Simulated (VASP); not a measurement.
Al, 1 atom in the cell. The structure is cubic, space group Im-3m (No. 229). Conventional cell: a = 3.182 Å, b = 3.182 Å, c = 3.182 Å, α = 90.00°, β = 90.00°, γ = 90.00°. Al (site symmetry m-3m) has 14 Al at 2.76 to 3.18 Å within 3.6 Å. 

| Property | Result |
| --- | --- |
| Program | VASP 6.6.1 |
| Task | single point |
| Functional | PBEsol |
| Potentials or basis | VASP PAW PBE potentials, release 64 (Al) |
| Cutoff | 500 eV |
| k mesh | 12 × 12 × 12 |
| Occupations | methfessel-paxton, width 0.2 eV |
| Spin | no spin polarisation |
| Dipole correction | no |
| Further INCAR settings | ALGO = Normal; EDIFF = 1e-06; NBANDS = 8 |

Potentials or basis: VASP PAW PBE potentials, release 64 (Al).

Run with:

```sh
$ cat potpaw_PBE.64/Al/POTCAR > POTCAR
$ mpirun -np 1 vasp_std > vasp.out
```

Hardware: 1 thread of Intel Xeon 8259CL, with other jobs on the host.

Question: Estimate the wall time of this run.

Answer: It took 11 s on 1 thread of Intel Xeon 8259CL, with other jobs on the host, peak memory 0.12 GiB. Counts: scf iterations 9, k points 72.
